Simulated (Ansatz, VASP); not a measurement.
One calculation of AgCl, two programs

File INCAR:

```
PREC     = Accurate       # precision mode
ENCUT    = 520            # plane-wave cutoff, eV
EDIFF    = 1E-8           # SCF threshold, eV
ISMEAR   = -1             # smearing method
SIGMA    = 0.02           # smearing width, eV
LREAL    = False          # projectors in reciprocal space
LASPH    = True           # aspherical terms in the spheres
NELM     = 100            # most SCF steps
ALGO     = Normal         # electronic algorithm
ISIF     = 2              # what is computed and relaxed
LWAVE    = False          # write WAVECAR
LCHARG   = False          # write CHGCAR
GGA      = CA             # functional
LEFG     = True         
NBANDS   = 16             # bands
```

KPOINTS

```
Automatic mesh
0
Gamma
  8 8 8
```

The input POSCAR:

```
AgCl
1.0
    0.0000000000      2.6899555000      2.7731500000
    2.6899555000      0.0000000000      2.7731500000
    2.6899555000      2.6899555000      0.0000000000
Ag Cl
1 1
Direct
    0.5000000000      0.5000000000      0.5000000000
    0.0000000000      0.0000000000      0.0000000000
```

Input for Ansatz:

```yaml
crystal:
  lattice:
    - [0.0, 2.6899555, 2.77315]
    - [2.6899555, 0.0, 2.77315]
    - [2.6899555, 2.6899555, 0.0]
  atoms:
    - { symbol: Ag, position: [0.5, 0.5, 0.5] }
    - { symbol: Cl, position: [0.0, 0.0, 0.0] }
kpoints:
  mp_grid: { grid: [8, 8, 8] }
scf:
  occupations: { method: fermi_dirac, width: 0.02 }
hamiltonian:
  xc: lda
  pseudopotentials: { kind: paw }
output:
  forces: true
  stress: true
  eigenvalues: true
  efg: { contact_densities: true }
```

Change from the starting cell: equal xx and yy strain of -3 %, PAW files.

Alike in both runs: task electric field gradients; functional LDA; k mesh 8 × 8 × 8; occupations fermi-dirac, width 0.02 eV; no spin polarisation.

|  | VASP | Ansatz |
| --- | --- | --- |
| version | VASP 6.6.1 | Ansatz 0.2.0 |
| potentials or method | VASP PAW LDA potentials, release 64 (Ag, Cl) | PAW with Ansatz's default frozen-core files, scalar-relativistic |
| plane-wave cutoff (eV) | 520 | 420 |
| valence electrons in the cell | 18 | 26 |

Ansatz gave:

* pressure (GPa): -2.7
* traceless stress, the component that is largest in VASP (GPa): -0.50
* size of Vzz on the site where it differs most (V/Å²): 15.5

Q: What did VASP give for the same quantities?

A: Pressure (GPa): -2.7; traceless stress, the component that is largest in VASP (GPa): -0.52; size of Vzz on the site where it differs most (V/Å²): 20.1.

LDA's correlation is that of Perdew and Zunger in VASP and of Perdew and Wang (1992) in Ansatz. VASP's potentials hold 18 valence electrons a cell and Ansatz's 26, so a difference there can come from the potentials and not from the codes.
